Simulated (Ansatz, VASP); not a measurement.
## Two plane-wave programs on Au

The input INCAR:

```
  ALGO = Fast
  EDIFF = 1E-7
  ENCUT = 520
  GGA = PS
  ISIF = 2
  ISMEAR = 0
  LASPH = T
  LCHARG = T
  LELF = T
  LREAL = F
  LVHAR = T
  LWAVE = F
  NBANDS = 18
  NELM = 100
  PREC = Accurate
  SIGMA = 0.15
```

File KPOINTS:

```
k-points
0
Gamma
  18 18 10
```

Contents of POSCAR:

```
Au
1.0
    2.8999984104      0.0000000000      0.0000000000
   -1.4499992052      2.5114722944      0.0000000000
    0.0000000000      0.0000000000      4.8800000000
Au
2
Direct
    0.3333333333      0.6666666667      0.7038934426
    0.6666666667      0.3333333333      0.2500000000
```

Input for Ansatz:

```yaml
crystal:
  lattice:
    - [2.8999984104, 0.0, 0.0]
    - [-1.4499992052, 2.5114722944, 0.0]
    - [0.0, 0.0, 4.88]
  atoms:
    - { symbol: Au, position: [0.3333333333, 0.6666666667, 0.7038934426] }
    - { symbol: Au, position: [0.6666666667, 0.3333333333, 0.25] }
basis:
  ecutwfc: 420
kpoints:
  mp_grid: { grid: [18, 18, 10] }
hamiltonian:
  xc: pbesol
scf:
  occupations: { method: gaussian, width: 0.15 }
output:
  forces: true
  stress: true
  eigenvalues: true
```

Alike in both runs: task single point; functional PBEsol; k mesh 18 × 18 × 10; occupations gaussian, width 0.15 eV; no spin polarisation.

|  | VASP | Ansatz |
| --- | --- | --- |
| version | VASP 6.6.1 | Ansatz 0.2.0 |
| potentials or method | VASP PAW PBE potentials, release 64 (Au), cutoff 520 eV | scalar-relativistic, plane waves, PAW |
| valence electrons in the cell | 22 | 38 |

```tsv
	VASP	Ansatz	Ansatz less VASP
gap on the k mesh at the Fermi level (eV)	none	none	-
pressure (GPa)	-2.4	-2.2	+0.22
traceless stress, the component that is largest in VASP (GPa)	1.89	1.90	+0.009
rms of the force components (eV/Å)	0.832	0.838	+0.0054
```

VASP's potentials were made for PBE, not for PBEsol. Atom by atom the forces differ by 0.005 eV/Å (rms over components). A gap of «none» marks a metal or a gap that the smearing closes. VASP's potentials hold 22 valence electrons a cell and Ansatz's 38, so a difference there can come from the potentials and not from the codes.

Spin-orbit coupling is off throughout.
